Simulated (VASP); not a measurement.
Write the native input for VASP 6.6.1 that does the following.

| Property | Result |
| --- | --- |
| Task | single point |
| Functional | PBE |
| Potentials or basis | VASP PAW PBE potentials, release 64 (Na_sv, Ba_sv, F) |
| Cutoff | 1130 eV |
| k mesh | 6 × 6 × 4 |
| Occupations | gaussian, width 0.1 eV |
| Spin | no spin polarisation |
| Dipole correction | no |
| Further INCAR settings | ALGO = Normal; EDIFF = 1e-06; NBANDS = 20 |

The structure of BaNaF lies in POSCAR:

```
BaNaF
1.0
    4.4421971862      0.0000000000      0.0000000000
   -2.2210985931      3.8470556119      0.0000000000
    0.0000000000      0.0000000000      6.7221212626
Na Ba F
1 1 1
Direct
    0.0000000000      0.0000000000      0.0000000000
    0.3333333333      0.6666666667      0.5000000000
    0.6666666667      0.3333333333      0.5000000000
```

The cell was generated, and may not be a known phase.

These files were run (other wordings do the same):

INCAR

```
ALGO = Normal
EDIFF = 1E-6
ENCUT = 1130
GGA = PE
GGA_COMPAT = False
ISIF = 2
ISMEAR = 0
LASPH = True
LCHARG = False
LREAL = False
LWAVE = False
NBANDS = 20
NELM = 120
PREC = Accurate
SIGMA = 0.1
```

KPOINTS

```
k-points
0
Gamma
  6 6 4
```

Potentials or basis: VASP PAW PBE potentials, release 64 (Na_sv, Ba_sv, F).

The run is started by

```bash
$ cat potpaw_PBE.64/Na_sv/POTCAR potpaw_PBE.64/Ba_sv/POTCAR potpaw_PBE.64/F/POTCAR > POTCAR
$ mpirun -np 1 vasp_std > vasp.out
```

It gave:

The pressure is 0.4 GPa. The band gap on the k mesh is zero (bands 13 and 14 overlap by 1.00 eV).

Caveat: spin-orbit coupling is left out, which moves the levels of the heavy elements.

It took 94 s on 1 thread of AMD EPYC 9R45 (Zen 5) (shared host), peak memory 0.51 GiB.
